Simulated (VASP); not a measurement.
# TiC (I4mm) in VASP: notebook, part 2 of 2

VASP 6.6.1. Earlier steps stand in the parts before.

## 6. Single point, PBE (all C atoms moved +0.013 Å, as atom 2 along Cartesian [0 1 0])

Contents of INCAR:

```
PREC = Accurate
ENCUT = 520
EDIFF = 1E-7
ISMEAR = 0
SIGMA = 0.15
LREAL = F
LASPH = T
NELM = 80
ALGO = Normal
ISIF = 2
LWAVE = F
LCHARG = T
GGA = PE
LELF = T
LVHAR = T
NBANDS = 15
```

Contents of KPOINTS:

```
Automatic mesh
0
Gamma
  18 18 18
```

Contents of POSCAR:

```
TiC
1.0
    0.0000000000      2.1640000000      2.1640000000
    2.1640000000      0.0000000000      2.1640000000
    2.1640000000      2.1640000000      0.0000000000
Ti C
1 1
Direct
    0.0000000000      0.0000000000      0.0000000000
    0.5028881701      0.4971118299      0.5028881701
```

Potentials or basis: VASP PAW PBE potentials, release 64 (Ti_sv, C).

The run is started by

```
$ cat potpaw_PBE.64/Ti_sv/POTCAR potpaw_PBE.64/C/POTCAR > POTCAR
$ mpirun -np 1 vasp_std > vasp.out
```

OUTCAR:

```text
PREC = Accurate
   ENCUT = 520
   EDIFF = 1E-7
   ISMEAR = 0
   LREAL = F
   LASPH = T
   NELM = 80
   ISIF = 2
   GGA = PE

 ion  position               nearest neighbor table
   1  0.000  0.000  0.000-   2 2.15   2 2.16   2 2.16   2 2.16   2 2.16   2 2.18
   2  0.503  0.497  0.503-   1 2.15   1 2.16   1 2.16   1 2.16   1 2.16   1 2.18

  LATTYP: Found a face centered cubic cell.
 ALAT       =     4.3280000000

  Lattice vectors:

 A1 = (   0.0000000000,   2.1640000000,   2.1640000000)
 A2 = (   2.1640000000,   0.0000000000,   2.1640000000)
 A3 = (   2.1640000000,   2.1640000000,   0.0000000000)

Analysis of symmetry for initial positions (statically):
=====================================================================
 Subroutine PRICEL returns:
 Original cell was already a primitive cell.

 Routine SETGRP: Setting up the symmetry group for a
 face centered cubic supercell.

 Subroutine GETGRP returns: Found  8 space group operations
 (whereof  8 operations were pure point group operations)
 out of a pool of 48 trial point group operations.

The static configuration has the point symmetry C_4v.

Analysis of symmetry for dynamics (positions and initial velocities):
=====================================================================
 Subroutine PRICEL returns:
 Original cell was already a primitive cell.

 Routine SETGRP: Setting up the symmetry group for a
 face centered cubic supercell.

 Subroutine GETGRP returns: Found  8 space group operations
 (whereof  8 operations were pure point group operations)
 out of a pool of 48 trial point group operations.

The dynamic configuration has the point symmetry C_4v.

 Subroutine INISYM returns: Found  8 space group operations
 (whereof  8 operations are pure point group operations),
 and found     1 'primitive' translations

----------------------------------------------------------------------------------------

                                     Primitive cell

  volume of cell :      20.2676

  direct lattice vectors                    reciprocal lattice vectors
     0.000000000  2.164000000  2.164000000    -0.231053604  0.231053604  0.231053604
     2.164000000  0.000000000  2.164000000     0.231053604 -0.231053604  0.231053604
     2.164000000  2.164000000  0.000000000     0.231053604  0.231053604 -0.231053604

  length of vectors
     3.060358149  3.060358149  3.060358149     0.400196582  0.400196582  0.400196582

  position of ions in fractional coordinates (direct lattice)
     0.000000000  0.000000000  0.000000000
     0.502888170  0.497111830  0.502888170

  ion indices of the primitive-cell ions
   primitive index   ion index
                 1           1
                 2           2

----------------------------------------------------------------------------------------

 KPOINTS: Automatic mesh

Automatic generation of k-mesh.
 Grid dimensions read from file:
 generate k-points for:   18   18   18

 Generating k-lattice:

  Cartesian coordinates                     Fractional coordinates (reciprocal lattice)
    -0.012836311  0.012836311  0.012836311     0.055555556  0.000000000  0.000000000
     0.012836311 -0.012836311  0.012836311     0.000000000  0.055555556  0.000000000
     0.012836311  0.012836311 -0.012836311     0.000000000  0.000000000  0.055555556

  Length of vectors
     0.022233143  0.022233143  0.022233143

[... 37 lines left out ...]
   total plane-waves  NPLWV =  13824
   dimension x,y,z NGX =    24 NGY =   24 NGZ =   24
   dimension x,y,z NGXF=    48 NGYF=   48 NGZF=   48
   ions per type =               1   1
   NGX,Y,Z   is equivalent  to a cutoff of  13.04, 13.04, 13.04 a.u.
   NGXF,Y,Z  is equivalent  to a cutoff of  26.07, 26.07, 26.07 a.u.
 SYSTEM =  unknown system
   PREC   = accura    normal or accurate (medium, high low for compatibility)
   ISTART =      0    job   : 0-new  1-cont  2-samecut
   ICHARG =      2    charge: 1-file 2-atom 10-const
   ISPIN  =      1    spin polarized calculation?
   LNONCOLLINEAR =      F non collinear calculations
   LSORBIT =      F    spin-orbit coupling
   LASPH  =      T    aspherical Exc in radial PAW
   ENCUT  =  520.0 eV  38.22 Ry    6.18 a.u.   5.69  5.69  5.69*2*pi/ulx,y,z
   NELM   =     80;   NELMIN=  2; NELMDL= -5     # of ELM steps
   EDIFF  = 0.1E-06   stopping-criterion for ELM
   LREAL  =      F    real-space projection
   EDIFFG = 0.1E-05   stopping-criterion for IOM
   NSW    =      0    number of steps for IOM
   IBRION =     -1    ionic relax: 0-MD 1-quasi-New 2-CG
   NFREE  =      0    steps in history (QN), initial steepest desc. (CG)
   ISIF   =      2    stress and relaxation
   ISYM   =      2    0-nonsym 1-usesym 2-fastsym
   POTIM  = 0.5000    time-step for ionic-motion
   TEBEG  =    0.0;   TEEND  =   0.0 temperature during run
   PSTRESS=    0.0 pullay stress
   NELECT =      16.0000    total number of electrons
   NUPDOWN=      -1.0000    fix difference up-down
   EMIN   =  10.00;   EMAX   =-10.00  energy-range for DOS
   EFERMI =   0.00;   METHOD = LEGACY
   ISMEAR =     0;   SIGMA  =   0.15  broadening in eV -4-tet -1-fermi 0-gaus
   EFERMI_NEDOS =   21; number of points for ismear=-14 and -15
   IALGO  =     38    algorithm
   IMIX   =      4    mixing-type and parameters
     AMIX     =   0.40;   BMIX     =  1.00
     AMIX_MAG =   1.60;   BMIX_MAG =  1.00
  volume/ion in A,a.u.               =      10.13        68.39
  Fermi-wavevector in a.u.,A,eV,Ry     =   1.513030  2.859212 31.147275  2.289260
  Thomas-Fermi vector in A             =   2.622876
   LORBIT       =      0    0 simple, 1 ext, 2 COOP (PROOUT), +10 PAW based schemes
   GGA     = PE    functional components
   LHFCALC =     F    Hartree Fock is set to
   AEXX    =    0.0000 exact exchange contribution
   IVDW    =     0    specifies the selected vdW correction
   LEPSILON=     F    determine dielectric tensor
   LRPA    =     F    only Hartree local field effects (RPA)
 non-spin polarized calculation
 Gauss-broadening in eV      SIGMA  =   0.15
  energy-cutoff  :      520.00
  volume of cell :       20.27
 maximum number of plane-waves:       568
   NGX = 11   NGY = 11   NGZ = 11

 number of electron      16.0000001 magnetization

 Free energy of the ion-electron system (eV)
  ---------------------------------------------------
  ext. energy  EPLUGINS =         0.00000000
  ---------------------------------------------------
  free energy    TOTEN  =       -18.70994004 eV

  energy without entropy =      -18.70651091  energy(sigma->0) =      -18.70822547

 E-fermi :   9.4477     XC(G=0): -12.7102

 val. band max:        9.4434078189   @ k =   0.1667   0.0000   0.1667
 cond. band min:       9.4552603155   @ k =   0.1667   0.1667   0.0000
 fundamental gap:      0.0118524965
 Fermi energy:         9.4477088004

 k-point     1 :       0.0000    0.0000    0.0000
  band No.  band energies     occupation
      1     -47.1427      2.00000
      2     -23.1656      2.00000
      3     -23.1656      2.00000
      4     -23.1655      2.00000
      5      -2.9674      2.00000
      6      10.1282      0.00000
      7      10.1282      0.00000
      8      10.1342      0.00000
      9      11.0283      0.00000
     10      11.1275      0.00000
     11      11.1275      0.00000
     12      11.1576      0.00000
     13      11.2516      0.00000
     14      19.9572      0.00000
[... 401 lines left out ...]
      2     -23.5861      2.00000
      3     -23.2157      2.00000
      4     -23.2097      2.00000
      5      -0.3812      2.00000
      6       4.7663      2.00000
      7       6.7827      2.00000
      8       6.9831      2.00000
      9      11.7404      0.00000
     10      12.1295      0.00000
     11      13.0480      0.00000
     12      16.4622      0.00000
     13      17.0775      0.00000
     14      19.0680      0.00000
     15      25.0056      0.00000

 [... further k-points ...]

------------------------ aborting loop because EDIFF is reached ----------------------------------------

  FORCE on cell =-STRESS in cart. coord.  units (eV):
  Direction    XX          YY          ZZ          XY          YZ          ZX
  --------------------------------------------------------------------------------------
  -------------------------------------------------------------------------------------
  Total        0.1379306      0.1433806      0.1379306     -0.0000000      0.0000000      0.0000000
  in kB       10.9035920     11.3344187     10.9035920     -0.0000000      0.0000000      0.0000000
  external PRESSURE =      11.0472009 kB  Pullay stress =       0.0000000 kB

 VOLUME and BASIS-vectors are now :
 -----------------------------------------------------------------------------
  energy-cutoff  :      520.00
  volume of cell :       20.27
      direct lattice vectors                 reciprocal lattice vectors
     0.000000000  2.164000000  2.164000000    -0.231053604  0.231053604  0.231053604
     2.164000000  0.000000000  2.164000000     0.231053604 -0.231053604  0.231053604
     2.164000000  2.164000000  0.000000000     0.231053604  0.231053604 -0.231053604

 POSITION                                       TOTAL-FORCE (eV/Angst)
 -----------------------------------------------------------------------------------
      0.00000      0.00000      0.00000         0.000000      0.117717      0.000000
      2.16400      2.17650      2.16400         0.000000     -0.117717      0.000000
 -----------------------------------------------------------------------------------
    total drift:                               -0.000000     -0.000012     -0.000000

  FREE ENERGIE OF THE ION-ELECTRON SYSTEM (eV)
  ---------------------------------------------------
  free  energy   TOTEN  =       -18.7099400432 eV

  energy  without entropy=      -18.7065109068  energy(sigma->0) =      -18.70822547
```

Run time: 1.8 min. Hardware: 1 thread of Intel Xeon 6975P-C, shared host; peak memory 0.26 GiB.

What came out:

| Property | Result |
| --- | --- |
| Free energy | -18.7099 eV |
| Pressure | 1.1 GPa |
| Largest force | 0.118 eV/Å |
| Band gap on the k mesh | zero (band 8 reaches 10.13 eV, above the bottom of band 9 at 9.03 eV) |

Forces in eV/Å, atoms in the order of the input:
```
Ti   0.000  0.118  0.000
C    0.000 -0.118  0.000
```

Levels at points of the mesh, in eV from the Fermi level:
```csv
k point,band 6,band 7,band 8,band 9,band 10,band 11
"(0.00, 0.00, 0.00)",0.68,0.68,0.69,1.58,1.68,1.68
"(0.50, 0.00, 0.00)",-5.85,-2.91,-2.91,2.92,2.92,4.10
"(0.50, 0.50, 0.00)",-3.44,-1.63,-0.04,-0.04,2.71,3.52
"(0.50, 0.00, 0.50)",-3.44,-1.63,-0.04,-0.04,2.71,3.52
```

Caveat: the cell differs from its parent crystal (all C atoms moved +0.013 Å, as atom 2 along Cartesian [0 1 0]).
